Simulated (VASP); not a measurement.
# SiC (Cm) in VASP: further runs

SiC is run at these levels: r2SCAN; tasks: single point.

All numbers are computed with VASP 6.6.1; they aren't measurements. Logs are shortened: lines on timing, memory, paths and dates and some standing lists are left out, and cuts for length are marked.

## (1) The cell of the first run

It takes space group Cm (No. 8, monoclinic). Conventional cell: a = 5.325 Å, b = 3.075 Å, c = 3.075 Å, α = 90.00°, β = 125.26°, γ = 90.00°. Within 2.0 Å of Si (site symmetry m) lie 3 C at 1.50 to 1.95 Å. C (site symmetry m) has 3 Si at 1.50 to 1.95 Å within 2.0 Å.

## (2) Single point, r2SCAN

File POSCAR:

```
SiC
1.0
    0.0000000000      2.1740000000      2.1740000000
    2.1740000000      0.0000000000      2.1740000000
    2.1740000000      2.1740000000      0.0000000000
Si C
1 1
Direct
    0.1626280546      0.0000000000      0.0000000000
    0.7500000000      0.7500000000      0.7500000000
```

File INCAR.step1:

```
SYSTEM = SiC
PREC = Accurate
ENCUT = 520
ISMEAR = 0
SIGMA = 0.05
LREAL = .False.
LASPH = .True.
NELM = 60
NBANDS = 11
GGA = PE
ALGO = Normal
EDIFF = 1E-4
LWAVE = .True.
LCHARG = .False.
```

File INCAR.step2:

```
SYSTEM = SiC
PREC = Accurate
ENCUT = 520
EDIFF = 1E-6
ISMEAR = 0
SIGMA = 0.05
LREAL = .False.
LASPH = .True.
NELM = 60
ALGO = Normal
ISIF = 2
LWAVE = .False.
LCHARG = .False.
METAGGA = R2SCAN
LMIXTAU = .True.
NBANDS = 11
ISTART = 1
```

File KPOINTS:

```
regular mesh
0
Gamma
  12 12 12
  0 0 0
```

Potentials or basis: VASP PAW PBE potentials, release 64 (Si, C).

Command:

```
$ cat potpaw_PBE.64/Si/POTCAR potpaw_PBE.64/C/POTCAR > POTCAR
$ cp INCAR.step1 INCAR
$ mpirun -np 1 vasp_std > vasp.out
$ cp INCAR.step2 INCAR
$ mpirun -np 1 vasp_std > vasp.out
```

OUTCAR:

```text
SYSTEM = SiC
   PREC = Accurate
   ENCUT = 520
   EDIFF = 1E-6
   ISMEAR = 0
   LREAL = .False.
   LASPH = .True.
   NELM = 60
   ISIF = 2
   METAGGA = R2SCAN
   ISTART = 1

 ion  position               nearest neighbor table
   1  0.163  0.000  0.000-   2 1.50   2 1.95   2 1.95   2 2.31
   2  0.750  0.750  0.750-   1 1.50   1 1.95   1 1.95   1 2.31

  LATTYP: Found a face centered cubic cell.
 ALAT       =     4.3480000000

  Lattice vectors:

 A1 = (   0.0000000000,   2.1740000000,   2.1740000000)
 A2 = (   2.1740000000,   0.0000000000,   2.1740000000)
 A3 = (   2.1740000000,   2.1740000000,   0.0000000000)

Analysis of symmetry for initial positions (statically):
=====================================================================
 Subroutine PRICEL returns:
 Original cell was already a primitive cell.

 Routine SETGRP: Setting up the symmetry group for a
 face centered cubic supercell.

 Subroutine GETGRP returns: Found  2 space group operations
 (whereof  2 operations were pure point group operations)
 out of a pool of 48 trial point group operations.

The static configuration has the point symmetry C_1h.

Analysis of symmetry for dynamics (positions and initial velocities):
=====================================================================
 Subroutine PRICEL returns:
 Original cell was already a primitive cell.

 Routine SETGRP: Setting up the symmetry group for a
 face centered cubic supercell.

 Subroutine GETGRP returns: Found  2 space group operations
 (whereof  2 operations were pure point group operations)
 out of a pool of 48 trial point group operations.

The dynamic configuration has the point symmetry C_1h.

 Subroutine INISYM returns: Found  2 space group operations
 (whereof  2 operations are pure point group operations),
 and found     1 'primitive' translations

----------------------------------------------------------------------------------------

                                     Primitive cell

  volume of cell :      20.5498

  direct lattice vectors                    reciprocal lattice vectors
     0.000000000  2.174000000  2.174000000    -0.229990800  0.229990800  0.229990800
     2.174000000  0.000000000  2.174000000     0.229990800 -0.229990800  0.229990800
     2.174000000  2.174000000  0.000000000     0.229990800  0.229990800 -0.229990800

  length of vectors
     3.074500285  3.074500285  3.074500285     0.398355752  0.398355752  0.398355752

  position of ions in fractional coordinates (direct lattice)
     0.162628055  0.000000000  0.000000000
     0.750000000  0.750000000  0.750000000
[... 81 lines left out ...]
   IBRION =     -1    ionic relax: 0-MD 1-quasi-New 2-CG
   NFREE  =      0    steps in history (QN), initial steepest desc. (CG)
   ISIF   =      2    stress and relaxation
   ISYM   =      2    0-nonsym 1-usesym 2-fastsym
   POTIM  = 0.5000    time-step for ionic-motion
   TEBEG  =    0.0;   TEEND  =   0.0 temperature during run
   PSTRESS=    0.0 pullay stress
   NELECT =       8.0000    total number of electrons
   NUPDOWN=      -1.0000    fix difference up-down
   EMIN   =  10.00;   EMAX   =-10.00  energy-range for DOS
   EFERMI =   0.00;   METHOD = LEGACY
   ISMEAR =     0;   SIGMA  =   0.05  broadening in eV -4-tet -1-fermi 0-gaus
   EFERMI_NEDOS =   21; number of points for ismear=-14 and -15
   IALGO  =     38    algorithm
   IMIX   =      4    mixing-type and parameters
     AMIX     =   0.40;   BMIX     =  1.00
     AMIX_MAG =   1.60;   BMIX_MAG =  1.00
  volume/ion in A,a.u.               =      10.27        69.34
  Fermi-wavevector in a.u.,A,eV,Ry     =   1.195369  2.258920 19.441458  1.428907
  Thomas-Fermi vector in A             =   2.331336
   LORBIT       =      0    0 simple, 1 ext, 2 COOP (PROOUT), +10 PAW based schemes
   METAGGA = R2SCAN    functional components
   LHFCALC =     F    Hartree Fock is set to
   AEXX    =    0.0000 exact exchange contribution
   IVDW    =     0    specifies the selected vdW correction
   LEPSILON=     F    determine dielectric tensor
   LRPA    =     F    only Hartree local field effects (RPA)
 non-spin polarized calculation
 Gauss-broadening in eV      SIGMA  =   0.05
  energy-cutoff  :      520.00
  volume of cell :       20.55
 maximum number of plane-waves:       568
   NGX = 11   NGY = 11   NGZ = 11

 number of electron       8.0000001 magnetization

 Free energy of the ion-electron system (eV)
  ---------------------------------------------------
  ext. energy  EPLUGINS =         0.00000000
  ---------------------------------------------------
  free energy    TOTEN  =       -16.61593558 eV

  energy without entropy =      -16.61578422  energy(sigma->0) =      -16.61585990

 E-fermi :   9.2522     XC(G=0): -11.9533

 val. band max:        9.2323580484   @ k =  -0.0833   0.0833   0.0000
 cond. band min:       9.2705841354   @ k =   0.5000   0.5000   0.0000
 fundamental gap:      0.0382260871
 Fermi energy:         9.2521968938

 k-point     1 :       0.0000    0.0000    0.0000
  band No.  band energies     occupation
      1      -8.3112      2.00000
      2       5.6966      2.00000
      3       8.0513      2.00000
      4       9.2959      0.21618
      5      13.9737      0.00000
      6      15.4428      0.00000
      7      16.6006      0.00000
      8      17.4670      0.00000
      9      22.8034      0.00000
     10      23.1679      0.00000
     11      23.5352      0.00000
[... 309 lines left out ...]
 k-point    24 :       0.0833    0.0000    0.1667
  band No.  band energies     occupation
      1      -7.8116      2.00000
      2       5.0709      2.00000
      3       6.7301      2.00000
      4       8.4903      2.00000
      5      14.0696      0.00000
      6      15.2181      0.00000
      7      16.8560      0.00000
      8      18.6681      0.00000
      9      21.0058      0.00000
     10      23.4358      0.00000
     11      25.0240      0.00000

 [... further k-points ...]
[... 5 lines left out ...]
  --------------------------------------------------------------------------------------
  -------------------------------------------------------------------------------------
  Total        8.1912990      2.8251323      2.8251323     -4.6255293      4.1940736     -4.6255327
  in kB      638.6379845    220.2625978    220.2625978   -360.6312891    326.9926659   -360.6315566
  external PRESSURE =     359.7210600 kB  Pullay stress =       0.0000000 kB

 VOLUME and BASIS-vectors are now :
 -----------------------------------------------------------------------------
  energy-cutoff  :      520.00
  volume of cell :       20.55
      direct lattice vectors                 reciprocal lattice vectors
     0.000000000  2.174000000  2.174000000    -0.229990800  0.229990800  0.229990800
     2.174000000  0.000000000  2.174000000     0.229990800 -0.229990800  0.229990800
     2.174000000  2.174000000  0.000000000     0.229990800  0.229990800 -0.229990800

 POSITION                                       TOTAL-FORCE (eV/Angst)
 -----------------------------------------------------------------------------------
      0.00000      0.35355      0.35355         9.797065     -8.242274     -8.242274
      3.26100      3.26100      3.26100        -9.797065      8.242274      8.242274
 -----------------------------------------------------------------------------------
    total drift:                                0.000143      0.000053      0.000053

  FREE ENERGIE OF THE ION-ELECTRON SYSTEM (eV)
  ---------------------------------------------------
  free  energy   TOTEN  =       -16.6159355811 eV

  energy  without entropy=      -16.6157842206  energy(sigma->0) =      -16.61585990
```

Wall time 2.3 min (1 thread of Intel Xeon Platinum 8488C (Sapphire Rapids), shared host); peak memory 0.22 GiB.

What came out:

- Free energy: -16.6159 eV
- Pressure: 36.0 GPa
- Largest force: 15.227 eV/Å
- Band gap on the k mesh: zero (band 4 reaches 9.30 eV, above the bottom of band 5 at 8.97 eV)

Forces in eV/Å, atoms in the order of the input:
```
Si   9.797 -8.242 -8.242
C   -9.797  8.242  8.242
```

Caveat: the cell differs from its parent crystal (all Si atoms moved -0.500 Å, as atom 1 towards its neighbour atom 1 (Si) at 3.075 Å); the PAW data sets were made with another functional, which shifts forces and pressure a little.

## (3) Single point, r2SCAN

POSCAR, as its differences from that of step 2:

```diff
@@ -8,3 +8,3 @@
 Direct
-    0.1626280546      0.0000000000      0.0000000000
+   -0.1219710409      0.0000000000      0.0000000000
     0.7500000000      0.7500000000      0.7500000000
```

INCAR.step1 is that of step 2.

INCAR.step2, as its differences from that of step 2:

```diff
@@ -3,3 +3,3 @@
 ENCUT = 520
-EDIFF = 1E-6
+EDIFF = 1E-7
 ISMEAR = 0
```

KPOINTS is that of step 2.

Potentials or basis: VASP PAW PBE potentials, release 64 (Si, C).

Command:

```
$ cat potpaw_PBE.64/Si/POTCAR potpaw_PBE.64/C/POTCAR > POTCAR
$ cp INCAR.step1 INCAR
$ mpirun -np 1 vasp_std > vasp.out
$ cp INCAR.step2 INCAR
$ mpirun -np 1 vasp_std > vasp.out
```

OUTCAR:

```text
SYSTEM = SiC
   PREC = Accurate
   ENCUT = 520
   EDIFF = 1E-7
   ISMEAR = 0
   LREAL = .False.
   LASPH = .True.
   NELM = 60
   ISIF = 2
   METAGGA = R2SCAN
   ISTART = 1

 ion  position               nearest neighbor table
   1  0.878  0.000  0.000-   2 1.59   2 1.92   2 1.92   2 2.20
   2  0.750  0.750  0.750-   1 1.59   1 1.92   1 1.92   1 2.20

  LATTYP: Found a face centered cubic cell.
 ALAT       =     4.3480000000

  Lattice vectors:

 A1 = (   0.0000000000,   2.1740000000,   2.1740000000)
 A2 = (   2.1740000000,   0.0000000000,   2.1740000000)
 A3 = (   2.1740000000,   2.1740000000,   0.0000000000)
[... 513 lines left out ...]
      8      18.4323      0.00000
      9      20.7782      0.00000
     10      22.9913      0.00000
     11      25.0509      0.00000

 [... further k-points ...]
[... 5 lines left out ...]
  --------------------------------------------------------------------------------------
  -------------------------------------------------------------------------------------
  Total        4.1689816      1.7263632      1.7263632      2.8769508      2.5411294      2.8769523
  in kB      325.0363568    134.5966124    134.5966124    224.3026457    198.1201988    224.3027693
  external PRESSURE =     198.0765272 kB  Pullay stress =       0.0000000 kB

 VOLUME and BASIS-vectors are now :
 -----------------------------------------------------------------------------
  energy-cutoff  :      520.00
  volume of cell :       20.55
      direct lattice vectors                 reciprocal lattice vectors
     0.000000000  2.174000000  2.174000000    -0.229990800  0.229990800  0.229990800
     2.174000000  0.000000000  2.174000000     0.229990800 -0.229990800  0.229990800
     2.174000000  2.174000000  0.000000000     0.229990800  0.229990800 -0.229990800

 POSITION                                       TOTAL-FORCE (eV/Angst)
 -----------------------------------------------------------------------------------
      0.00000      1.90883      1.90883         5.265232      5.815757      5.815757
      3.26100      3.26100      3.26100        -5.265232     -5.815757     -5.815757
 -----------------------------------------------------------------------------------
    total drift:                               -0.000014      0.000169      0.000169

  FREE ENERGIE OF THE ION-ELECTRON SYSTEM (eV)
  ---------------------------------------------------
  free  energy   TOTEN  =       -17.8537252220 eV

  energy  without entropy=      -17.8536958433  energy(sigma->0) =      -17.85371053
```

It took 2.6 min on 1 thread of Intel Xeon Platinum 8488C (Sapphire Rapids), shared host; peak memory 0.22 GiB.

What came out:

```yaml
Free_energy: -17.8537 eV
Pressure: 19.8 GPa
Largest_force: 9.766 eV/Å
Band_gap_on_the_k_mesh: 0.03 eV, indirect (least direct gap 3.96 eV)
```

Forces in eV/Å, atoms in the order of the input:
```
Si   5.265  5.816  5.816
C   -5.265 -5.816 -5.816
```

Caveat: the cell differs from its parent crystal (all Si atoms moved +0.375 Å, as atom 1 towards its neighbour atom 1 (Si) at 3.075 Å); the PAW data sets were made with another functional, which shifts forces and pressure a little.

## (4) Single point, r2SCAN

POSCAR, as its differences from that of step 3:

```diff
@@ -8,3 +8,3 @@
 Direct
-   -0.1219710409      0.0000000000      0.0000000000
+    0.0813140273      0.0000000000      0.0000000000
     0.7500000000      0.7500000000      0.7500000000
```

File INCAR.step1:

```
SYSTEM = SiC
  PREC = Accurate
  ENCUT = 520
  ISMEAR = 0
  SIGMA = 0.05
  LREAL = .False.
  LASPH = .True.
  NELM = 60
  NBANDS = 11
  GGA = PE
  ALGO = Normal
  EDIFF = 1E-4
  LWAVE = .True.
  LCHARG = .False.
```

File INCAR.step2:

```
SYSTEM = SiC
  PREC = Accurate
  ENCUT = 520
  EDIFF = 1E-6
  ISMEAR = 0
  SIGMA = 0.05
  LREAL = .False.
  LASPH = .True.
  NELM = 60
  ALGO = Normal
  ISIF = 2
  LWAVE = .False.
  LCHARG = .True.
  METAGGA = R2SCAN
  LMIXTAU = .True.
  LELF = .True.
  LVHAR = .True.
  NBANDS = 11
  ISTART = 1
```

File KPOINTS:

```
Automatic mesh
0
Gamma
  12 12 12
  0 0 0
```

Potentials or basis: VASP PAW PBE potentials, release 64 (Si, C).

Command:

```
$ cat potpaw_PBE.64/Si/POTCAR potpaw_PBE.64/C/POTCAR > POTCAR
$ cp INCAR.step1 INCAR
$ mpirun -np 1 vasp_std > vasp.out
$ cp INCAR.step2 INCAR
$ mpirun -np 1 vasp_std > vasp.out
```

OUTCAR:

```text
SYSTEM = SiC
   PREC = Accurate
   ENCUT = 520
   EDIFF = 1E-6
   ISMEAR = 0
   LREAL = .False.
   LASPH = .True.
   NELM = 60
   ISIF = 2
   METAGGA = R2SCAN
   ISTART = 1

 ion  position               nearest neighbor table
   1  0.081  0.000  0.000-   2 1.68   2 1.90   2 1.90   2 2.09
   2  0.750  0.750  0.750-   1 1.68   1 1.90   1 1.90   1 2.09

  LATTYP: Found a face centered cubic cell.
 ALAT       =     4.3480000000

  Lattice vectors:

 A1 = (   0.0000000000,   2.1740000000,   2.1740000000)
 A2 = (   2.1740000000,   0.0000000000,   2.1740000000)
 A3 = (   2.1740000000,   2.1740000000,   0.0000000000)
[... 513 lines left out ...]
      8      17.6946      0.00000
      9      20.7419      0.00000
     10      23.3792      0.00000
     11      25.9245      0.00000

 [... further k-points ...]
[... 5 lines left out ...]
  --------------------------------------------------------------------------------------
  -------------------------------------------------------------------------------------
  Total        1.7699732      0.8650651      0.8650651     -1.6292321      1.1875109     -1.6292331
  in kB      137.9966863     67.4451515     67.4451515   -127.0237478     92.5847749   -127.0238240
  external PRESSURE =      90.9623298 kB  Pullay stress =       0.0000000 kB

 VOLUME and BASIS-vectors are now :
 -----------------------------------------------------------------------------
  energy-cutoff  :      520.00
  volume of cell :       20.55
      direct lattice vectors                 reciprocal lattice vectors
     0.000000000  2.174000000  2.174000000    -0.229990800  0.229990800  0.229990800
     2.174000000  0.000000000  2.174000000     0.229990800 -0.229990800  0.229990800
     2.174000000  2.174000000  0.000000000     0.229990800  0.229990800 -0.229990800

 POSITION                                       TOTAL-FORCE (eV/Angst)
 -----------------------------------------------------------------------------------
      0.00000      0.17678      0.17678         2.266229     -3.685723     -3.685723
      3.26100      3.26100      3.26100        -2.266229      3.685723      3.685723
 -----------------------------------------------------------------------------------
    total drift:                                0.000036     -0.000106     -0.000106

  FREE ENERGIE OF THE ION-ELECTRON SYSTEM (eV)
  ---------------------------------------------------
  free  energy   TOTEN  =       -18.6895111528 eV

  energy  without entropy=      -18.6895111528  energy(sigma->0) =      -18.68951115
```

OSZICAR.step1:

```text
N       E                     dE             d eps       ncg     rms          rms(c)
DAV:   1     0.511466589077E+01    0.51147E+01   -0.39993E+03 10616   0.622E+02
DAV:   2    -0.158634993314E+02   -0.20978E+02   -0.20123E+02 13122   0.112E+02
DAV:   3    -0.165224230024E+02   -0.65892E+00   -0.65767E+00 12881   0.169E+01
DAV:   4    -0.165250008535E+02   -0.25779E-02   -0.25777E-02 11893   0.134E+00
DAV:   5    -0.165250123221E+02   -0.11469E-04   -0.11469E-04 12805   0.840E-02    0.941E+00
DAV:   6    -0.144965607980E+02    0.20285E+01   -0.73895E+00 11558   0.122E+01    0.404E+00
DAV:   7    -0.144390140650E+02    0.57547E-01   -0.42868E-01 12611   0.382E+00    0.190E+00
DAV:   8    -0.144297769244E+02    0.92371E-02   -0.25027E-02 11669   0.105E+00    0.183E-01
DAV:   9    -0.144298374792E+02   -0.60555E-04   -0.20362E-03 12688   0.266E-01    0.115E-01
DAV:  10    -0.144299355387E+02   -0.98059E-04   -0.25996E-04 11253   0.103E-01
   1 F= -.14429936E+02 E0= -.14429935E+02  d E =-.384218E-06
```

Run time: 2.8 min. Hardware: 1 thread of Intel Xeon Platinum 8488C (Sapphire Rapids), shared host; peak memory 0.22 GiB.

What came out:

```
Free energy            : -18.6895 eV
Pressure               : 9.1 GPa
Largest force          : 5.684 eV/Å
Band gap on the k mesh : 0.52 eV, indirect (least direct gap 4.49 eV)
```

Forces in eV/Å, atoms in the order of the input:
```
Si   2.266 -3.686 -3.686
C   -2.266  3.686  3.686
```

Caveat: the cell differs from its parent crystal (all Si atoms moved -0.250 Å, as atom 1 towards its neighbour atom 1 (Si) at 3.075 Å); the PAW data sets were made with another functional, which shifts forces and pressure a little.
